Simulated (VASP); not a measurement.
## Tl: single point with r2SCAN

Crystal: Tl.

```
Tl
1.0
    -1.96496    1.96496    1.96496
     1.96496   -1.96496    1.96496
     1.96496    1.96496   -1.96496
Tl
1
Direct
  0.00000 0.00000 0.00000
```

This isn't the form of Tl at room conditions, which is hcp.

```yaml
Program: VASP 6.6.1
Task: single point
Functional: r2SCAN
Potentials_or_basis: VASP PAW PBE potentials, release 64 (Tl_d)
Cutoff: 550 eV
k_mesh: 8 × 8 × 8
Occupations: fermi-dirac, width 0.1 eV
Spin: no spin polarisation
Dipole_correction: no
Further_INCAR_settings: ALGO = Normal; EDIFF = 1e-06; NBANDS = 12
```

```yaml
Pressure: 0.0 GPa
Band_gap_on_the_k_mesh: zero (an odd number of electrons rules out a gap without spin polarisation)
```

Levels at points of the mesh, in eV from the Fermi level:
```
           k point  band 3  band 4  band 5  band 6  band 7  band 8  band 9  band 10
(0.00, 0.00, 0.00)  -12.18  -11.79  -11.79  -10.06   10.48   10.48   10.48    12.89
(0.50, 0.00, 0.00)  -11.82  -11.79  -11.53   -5.33   -2.56    5.71    7.26    10.20
(0.50, 0.50, 0.50)  -11.60  -11.60  -11.60   -2.08    1.47    1.47    1.47     6.75
```

Run time: 28 s on 1 thread of AMD EPYC 9R45 96-Core Processor (Zen 5), with other jobs on the host, peak memory 0.14 GiB.

Caveat: the PAW data sets were made with another functional, which shifts forces and pressure a little; spin-orbit coupling is left out, which moves the levels of the heavy elements.
